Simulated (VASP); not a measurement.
# Si (P6_3/mmc) in VASP: notebook

The runs below take Si through single point, with PBE.

Program: VASP 6.6.1. These are calculated values, not measurements. Logs are shortened: lines on timing, memory, paths and dates and some standing lists are left out, and cuts for length are marked.

## (1) The cell of the first run

Symmetry: P6_3/mmc, No. 194, hexagonal system. Conventional cell: a = 2.472 Å, b = 2.472 Å, c = 4.133 Å, α = 90.00°, β = 90.00°, γ = 120.00°. Within 3.3 Å of Si (site symmetry -6m2) lie 12 Si at 2.47 to 2.51 Å.

## (2) Single point, PBE

INCAR reads:

```
PREC     = Accurate       # precision mode
ENCUT    = 520            # plane-wave cutoff, eV
EDIFF    = 1E-6           # SCF threshold, eV
ISMEAR   = -1             # smearing method
SIGMA    = 0.05           # smearing width, eV
LREAL    = F              # projectors in reciprocal space
LASPH    = T              # aspherical terms in the spheres
NELM     = 100            # most SCF steps
ALGO     = Normal         # electronic algorithm
ISIF     = 2              # what is computed and relaxed
LWAVE    = F              # write WAVECAR
LCHARG   = T              # write CHGCAR
GGA      = PE             # functional
LELF     = T              # ELF
LVHAR    = T            
NBANDS   = 11             # bands
```

KPOINTS reads:

```
Automatic mesh
0
Gamma
  10 10 6
```

POSCAR reads:

```
Si
1.0
    2.4718462990      0.0000000000      0.0000000000
   -1.2359231495      2.1406816892      0.0000000000
    0.0000000000      0.0000000000      4.1326386516
Si
2
Direct
    0.3333333333      0.6666666667      0.2500000000
    0.6666666667      0.3333333333      0.7500000000
```

Potentials or basis: VASP PAW PBE potentials, release 64 (Si).

On the command line:

```sh
$ cat potpaw_PBE.64/Si/POTCAR > POTCAR
$ mpirun -np 1 vasp_std > vasp.out
```

OUTCAR:

```text
PREC = Accurate
   ENCUT = 520
   EDIFF = 1E-6
   ISMEAR = -1
   LREAL = F
   LASPH = T
   NELM = 100
   ISIF = 2
   GGA = PE

 ion  position               nearest neighbor table
   1  0.333  0.667  0.250-   2 2.51   2 2.51   2 2.51   2 2.51   2 2.51   2 2.51
   2  0.667  0.333  0.750-   1 2.51   1 2.51   1 2.51   1 2.51   1 2.51   1 2.51

  LATTYP: Found a hexagonal cell.
 ALAT       =     2.4718462990
 C/A-ratio  =     1.6718833421

  Lattice vectors:

 A1 = (   2.4718462990,   0.0000000000,   0.0000000000)
 A2 = (  -1.2359231495,   2.1406816892,   0.0000000000)
 A3 = (   0.0000000000,   0.0000000000,   4.1326386516)

Analysis of symmetry for initial positions (statically):
=====================================================================
 Subroutine PRICEL returns:
 Original cell was already a primitive cell.

 Routine SETGRP: Setting up the symmetry group for a
 hexagonal supercell.

 Subroutine GETGRP returns: Found 24 space group operations
 (whereof 12 operations were pure point group operations)
 out of a pool of 24 trial point group operations.

The static configuration has the point symmetry D_3d.
 The point group associated with its full space group is D_6h.

Analysis of symmetry for dynamics (positions and initial velocities):
=====================================================================
 Subroutine PRICEL returns:
 Original cell was already a primitive cell.

 Routine SETGRP: Setting up the symmetry group for a
 hexagonal supercell.

 Subroutine GETGRP returns: Found 24 space group operations
 (whereof 12 operations were pure point group operations)
 out of a pool of 24 trial point group operations.

The dynamic configuration has the point symmetry D_3d.
 The point group associated with its full space group is D_6h.

 Subroutine INISYM returns: Found 24 space group operations
 (whereof 12 operations are pure point group operations),
 and found     1 'primitive' translations

----------------------------------------------------------------------------------------

                                     Primitive cell

  volume of cell :      21.8676

  direct lattice vectors                    reciprocal lattice vectors
     2.471846299  0.000000000  0.000000000     0.404555898  0.233570457  0.000000000
    -1.235923150  2.140681689  0.000000000     0.000000000  0.467140914  0.000000000
     0.000000000  0.000000000  4.132638652     0.000000000  0.000000000  0.241976152

  length of vectors
     2.471846299  2.471846299  4.132638652     0.467140914  0.467140914  0.241976152

  position of ions in fractional coordinates (direct lattice)
[... 83 lines left out ...]
   IBRION =     -1    ionic relax: 0-MD 1-quasi-New 2-CG
   NFREE  =      0    steps in history (QN), initial steepest desc. (CG)
   ISIF   =      2    stress and relaxation
   ISYM   =      2    0-nonsym 1-usesym 2-fastsym
   POTIM  = 0.5000    time-step for ionic-motion
   TEBEG  =    0.0;   TEEND  =   0.0 temperature during run
   PSTRESS=    0.0 pullay stress
   NELECT =       8.0000    total number of electrons
   NUPDOWN=      -1.0000    fix difference up-down
   EMIN   =  10.00;   EMAX   =-10.00  energy-range for DOS
   EFERMI =   0.00;   METHOD = LEGACY
   ISMEAR =    -1;   SIGMA  =   0.05  broadening in eV -4-tet -1-fermi 0-gaus
   EFERMI_NEDOS =   21; number of points for ismear=-14 and -15
   IALGO  =     38    algorithm
   IMIX   =      4    mixing-type and parameters
     AMIX     =   0.40;   BMIX     =  1.00
     AMIX_MAG =   1.60;   BMIX_MAG =  1.00
  volume/ion in A,a.u.               =      10.93        73.78
  Fermi-wavevector in a.u.,A,eV,Ry     =   1.170859  2.212602 18.652365  1.370910
  Thomas-Fermi vector in A             =   2.307311
   LORBIT       =      0    0 simple, 1 ext, 2 COOP (PROOUT), +10 PAW based schemes
   GGA     = PE    functional components
   LHFCALC =     F    Hartree Fock is set to
   AEXX    =    0.0000 exact exchange contribution
   IVDW    =     0    specifies the selected vdW correction
   LEPSILON=     F    determine dielectric tensor
   LRPA    =     F    only Hartree local field effects (RPA)
 non-spin polarized calculation
  energy-cutoff  :      520.00
  volume of cell :       21.87
 maximum number of plane-waves:       604
   NGX =  9   NGY =  9   NGZ = 15

 number of electron       8.0000001 magnetization

 Free energy of the ion-electron system (eV)
  ---------------------------------------------------
  ext. energy  EPLUGINS =         0.00000000
  ---------------------------------------------------
  free energy    TOTEN  =        -9.12814015 eV

  energy without entropy =       -9.12265188  energy(sigma->0) =       -9.12539601

 E-fermi :  14.1992     XC(G=0): -12.3629

 val. band max:       14.1863698095   @ k =   0.3000  -0.0000   0.3333
 cond. band min:      14.2854715440   @ k =   0.4000   0.1000   0.0000
 fundamental gap:      0.0991017345
 Fermi energy:        14.1992404629

 k-point     1 :       0.0000    0.0000    0.0000
  band No.  band energies     occupation
      1      -3.0025      2.00000
      2       5.2512      2.00000
      3       5.3780      2.00000
      4      25.2439      0.00000
      5      25.2439      0.00000
      6      25.7892      0.00000
      7      25.7892      0.00000
      8      26.3870      0.00000
      9      28.6537      0.00000
     10      30.0906      0.00000
     11      31.4100      0.00000
[... 309 lines left out ...]
 k-point    24 :       0.4000    0.1000    0.1667
  band No.  band energies     occupation
      1       3.7443      2.00000
      2       6.6882      2.00000
      3       9.2803      2.00000
      4      12.0565      2.00000
      5      14.3512      0.09138
      6      16.0044      0.00000
      7      17.7077      0.00000
      8      21.2324      0.00000
      9      24.7018      0.00000
     10      25.9574      0.00000
     11      29.4257      0.00000

 [... further k-points ...]
[... 5 lines left out ...]
  --------------------------------------------------------------------------------------
  -------------------------------------------------------------------------------------
  Total        6.1136862      6.1136862      6.1098459     -0.0000000      0.0000000      0.0000000
  in kB      447.9326652    447.9326652    447.6512980     -0.0000000      0.0000000      0.0000000
  external PRESSURE =     447.8388761 kB  Pullay stress =       0.0000000 kB

 VOLUME and BASIS-vectors are now :
 -----------------------------------------------------------------------------
  energy-cutoff  :      520.00
  volume of cell :       21.87
      direct lattice vectors                 reciprocal lattice vectors
     2.471846299  0.000000000  0.000000000     0.404555898  0.233570457  0.000000000
    -1.235923150  2.140681689  0.000000000     0.000000000  0.467140914  0.000000000
     0.000000000  0.000000000  4.132638652     0.000000000  0.000000000  0.241976152

 POSITION                                       TOTAL-FORCE (eV/Angst)
 -----------------------------------------------------------------------------------
     -0.00000      1.42712      1.03316        -0.000000     -0.000000      0.000000
      1.23592      0.71356      3.09948         0.000000      0.000000     -0.000000
 -----------------------------------------------------------------------------------
    total drift:                               -0.000000      0.000000     -0.000000

  FREE ENERGIE OF THE ION-ELECTRON SYSTEM (eV)
  ---------------------------------------------------
  free  energy   TOTEN  =        -9.1281401464 eV

  energy  without entropy=       -9.1226518818  energy(sigma->0) =       -9.12539601
```

OSZICAR:

```text
N       E                     dE             d eps       ncg     rms          rms(c)
DAV:   1     0.632006222668E+01    0.63201E+01   -0.36931E+03  1232   0.633E+02
DAV:   2    -0.878604742214E+01   -0.15106E+02   -0.14069E+02  1669   0.881E+01
DAV:   3    -0.919459791688E+01   -0.40855E+00   -0.40710E+00  1629   0.113E+01
DAV:   4    -0.919565394534E+01   -0.10560E-02   -0.10559E-02  1494   0.709E-01
DAV:   5    -0.919565630511E+01   -0.23598E-05   -0.23594E-05  1575   0.317E-02    0.648E+00
DAV:   6    -0.915368162400E+01    0.41975E-01   -0.59701E-03  1426   0.403E-01    0.363E+00
DAV:   7    -0.912837757120E+01    0.25304E-01   -0.12659E-02  1337   0.594E-01    0.207E-01
DAV:   8    -0.912814350374E+01    0.23407E-03   -0.14557E-04  1796   0.880E-02    0.283E-02
DAV:   9    -0.912814103906E+01    0.24647E-05   -0.31853E-06  1448   0.103E-02    0.258E-03
DAV:  10    -0.912814014637E+01    0.89269E-06   -0.51910E-08   964   0.156E-03
   1 F= -.91281401E+01 E0= -.91253960E+01  d E =-.548826E-02
```

stdout:

```text
POSCAR found type information on POSCAR Si
 POSCAR found :  1 types and       2 ions
 scaLAPACK will be used
 LDA part: xc-table for (Slater+PW92), standard interpolation
 POSCAR, INCAR and KPOINTS ok, starting setup
 FFT: planning ... GRIDC
 FFT: planning ... GRID_SOFT
 FFT: planning ... GRID
 WAVECAR not read
 entering main loop
```

Run time: 11 s. Hardware: 1 thread of AMD EPYC 7R43 (Zen 3), shared host; peak memory 0.09 GiB.

Results:

```
Free energy            : -9.1281 eV
Pressure               : 44.8 GPa
Band gap on the k mesh : zero (band 4 reaches 25.24 eV, above the bottom of band 5 at 11.09 eV)
```

## (3) Single point, PBE

This run uses another cell than the first one, of 11.63 Å³/atom, 1.064 times its volume.

INCAR reads:

```
  PREC = Accurate
  ENCUT = 520
  EDIFF = 1E-6
  ISMEAR = -1
  SIGMA = 0.05
  LREAL = F
  LASPH = T
  NELM = 60
  ALGO = Normal
  ISIF = 2
  LWAVE = F
  LCHARG = F
  GGA = PE
  NBANDS = 11
```

KPOINTS reads:

```
regular mesh
0
Gamma
  10 10 6
```

POSCAR reads:

```
Si
1.0
    2.5217049687      0.0000000000      0.0000000000
   -1.2608524844      2.1838605638      0.0000000000
    0.0000000000      0.0000000000      4.2249350976
Si
2
Direct
    0.3333333333      0.6666666667      0.2500000000
    0.6666666667      0.3333333333      0.7500000000
```

Potentials or basis: VASP PAW PBE potentials, release 64 (Si).

On the command line:

```sh
$ cat potpaw_PBE.64/Si/POTCAR > POTCAR
$ mpirun -np 1 vasp_std > vasp.out
```

Run time: 14 s. Hardware: 1 thread of AMD EPYC 7R43 (Zen 3), shared host; peak memory 0.1 GiB.

It converged, with:

- Free energy: -9.4515 eV
- Pressure: 29.9 GPa
- Band gap on the k mesh: zero (band 4 reaches 23.74 eV, above the bottom of band 5 at 10.11 eV)

Levels at points of the mesh, in eV from the Fermi level:
| k point | band 1 | band 2 | band 3 | band 4 | band 5 | band 6 | band 7 | band 8 |
| --- | --- | --- | --- | --- | --- | --- | --- | --- |
| (0.00, 0.00, 0.00) | -16.56 | -8.65 | -8.52 | 10.50 | 10.50 | 11.27 | 11.27 | 11.89 |
| (0.50, 0.00, 0.00) | -9.26 | -8.96 | -2.02 | -1.75 | -0.88 | -0.64 | 4.37 | 6.63 |
| (0.00, 0.00, 0.50) | -14.54 | -14.54 | 0.93 | 0.93 | 12.10 | 12.10 | 12.10 | 12.10 |
| (0.50, 0.00, 0.50) | -7.58 | -7.58 | -6.66 | -6.66 | 6.10 | 6.10 | 6.81 | 6.81 |
